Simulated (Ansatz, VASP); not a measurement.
## Os in VASP and in Ansatz

```
CELL_PARAMETERS angstrom
0.00000 1.92793 1.92793
1.92793 0.00000 1.92793
1.92793 1.92793 0.00000
ATOMIC_POSITIONS crystal
Os 0.00000 0.00000 0.00000
```

Alike in both runs: functional PBE; k mesh 18 × 18 × 18; occupations fermi-dirac, width 0.05 eV; no spin polarisation.

Ansatz relaxed the structure, and its values are those at the end. VASP's run is a single point on that final structure, the one shown.

|  | VASP | Ansatz |
| --- | --- | --- |
| version | VASP 6.6.1 | Ansatz 0.2.0 |
| potentials or method | VASP PAW PBE potentials, release 64 (Os) | PAW with Ansatz's default frozen-core files, scalar-relativistic |
| plane-wave cutoff (eV) | 520 | 420 |
| valence electrons in the cell | 8 | 16 |

```csv
,VASP,Ansatz,Ansatz less VASP
pressure (GPa),-0.1,0.0,+0.10
```

The functional is the same, so the differences come from potentials, cutoffs and numerics. VASP's potentials hold 8 valence electrons a cell and Ansatz's 16, so a difference there can come from the potentials and not from the codes.

Spin-orbit coupling is off throughout.
